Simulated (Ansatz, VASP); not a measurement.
# Ni in VASP and in Ansatz

```xyz
1
Lattice="0.0000 1.7572 1.7572 1.7572 0.0000 1.7572 1.7572 1.7572 0.0000" Properties=species:S:1:pos:R:3 pbc="T T T"
Ni    0.0000    0.0000    0.0000
```

Alike in both runs: task single point; functional PBE; k mesh 15 × 15 × 15; occupations fermi-dirac, width 0.2 eV; no spin polarisation.

|  | VASP | Ansatz |
| --- | --- | --- |
| version | VASP 6.6.1 | Ansatz 0.2.0 |
| potentials or method | VASP PAW PBE potentials, release 64 (Ni), cutoff 520 eV | plane waves (420 eV) with PAW, scalar-relativistic |
| valence electrons in the cell | 10 | 18 |

|  | VASP | Ansatz | Ansatz less VASP |
| --- | --- | --- | --- |
| pressure (GPa) | 1.3 | 1.3 | -0.01 |

VASP's potentials hold 10 valence electrons a cell and Ansatz's 18, so a difference there can come from the potentials and not from the codes.
